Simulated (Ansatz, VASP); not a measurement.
One calculation of Cd3Pd, two programs

Contents of INCAR:

```
SYSTEM = Cd3Pd
  PREC = Accurate
  ENCUT = 520
  EDIFF = 1E-7
  ISMEAR = 1
  SIGMA = 0.1
  LREAL = .False.
  LASPH = .True.
  NELM = 60
  ALGO = Normal
  ISIF = 2
  LWAVE = .False.
  LCHARG = .True.
  GGA = CA
  LELF = .True.
  LVHAR = .True.
  NBANDS = 31
```

The input KPOINTS:

```
Automatic mesh
0
Gamma
  8 8 8
  0 0 0
```

POSCAR

```
Cd3Pd
1.0
    4.2505638102      0.0000000000      0.0000000000
    0.0000000000      4.2505638102      0.0000000000
    0.0000000000      0.0000000000      4.1255553573
Cd Pd
3 1
Direct
    0.0000000000      0.5000000000      0.5000000000
    0.5000000000      0.0000000000      0.5000000000
    0.5000000000      0.5000000000      0.0000000000
    0.0000000000      0.0000000000      0.0000000000
```

Input for Ansatz:

```yaml
crystal:
  lattice:
    - [4.2505638102, 0.0, 0.0]
    - [0.0, 4.2505638102, 0.0]
    - [0.0, 0.0, 4.12555535731791]
  atoms:
    - { symbol: Cd, position: [0.0, 0.5, 0.5] }
    - { symbol: Cd, position: [0.5, 0.0, 0.5] }
    - { symbol: Cd, position: [0.5, 0.5, 0.0] }
    - { symbol: Pd, position: [0.0, 0.0, 0.0] }
basis:
  ecutwfc: 550.0
kpoints:
  mp_grid:
    grid: [8, 8, 8]
hamiltonian:
  xc: lda
  pseudopotentials:
    kind: paw
scf:
  convergence:
    dr2_threshold: 1.0e-09
  occupations:
    method: methfessel_paxton
    width: 0.1
output:
  stress: true
```

Alike in both runs: task single point; functional LDA; k mesh 8 × 8 × 8; occupations methfessel-paxton of order 1, width 0.1 eV; no spin polarisation.

```csv
,VASP,Ansatz
version,VASP 6.6.1,Ansatz 0.2.0
potentials or method,"VASP PAW LDA potentials, release 64 (Cd, Pd), cutoff 520 eV","plane waves, PAW"
valence electrons in the cell,46,78
```

|  | VASP | Ansatz | Ansatz less VASP |
| --- | --- | --- | --- |
| pressure (GPa) | -6.4 | -7.2 | -0.84 |
| traceless stress, the component that is largest in VASP (GPa) | 0.55 | 0.50 | -0.050 |

LDA's correlation is that of Perdew and Zunger in VASP and of Perdew and Wang (1992) in Ansatz. VASP's potentials hold 46 valence electrons a cell and Ansatz's 78, so a difference there can come from the potentials and not from the codes. Ansatz's warnings: stress scf threshold loose.
